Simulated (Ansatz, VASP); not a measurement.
**Ga2SeS2: VASP beside Ansatz**

```
CELL_PARAMETERS angstrom
3.62146 0.00000 0.00000
-1.81073 3.13628 0.00000
0.00000 0.00000 10.19380
ATOMIC_POSITIONS crystal
Ga 0.33333 0.66667 0.18046
Ga 0.66667 0.33333 0.81954
Se 0.00000 0.00000 0.00000
S 0.33333 0.66667 0.70884
S 0.66667 0.33333 0.29116
```

Change from the starting cell: species swapped into the CaZn2As2 type (P-3m1, No. 164).

Alike in both runs: functional PBE; k mesh 12 × 12 × 4; occupations gaussian, width 0.1 eV; no spin polarisation.

Ansatz relaxed the structure, and its values are those at the end. VASP's run is a single point on that final structure, the one shown.

|  | VASP | Ansatz |
| --- | --- | --- |
| version | VASP 6.6.1 | Ansatz 0.2.0 |
| potentials or method | VASP PAW PBE potentials, release 64 (Ga_d, Se, S), cutoff 520 eV | scalar-relativistic, plane waves, PAW |
| valence electrons in the cell | 44 | 54 |

```csv
,VASP,Ansatz,Ansatz less VASP
gap on the k mesh at the Fermi level (eV),none,none,-
pressure (GPa),0.0,0.0,-0.02
rms of the force components (eV/Å),0.004,0.000,-0.0037
```

A gap of «none» marks a metal or a gap that the smearing closes. The functional is the same, so the differences come from potentials, cutoffs and numerics. VASP's potentials hold 44 valence electrons a cell and Ansatz's 54, so a difference there can come from the potentials and not from the codes.
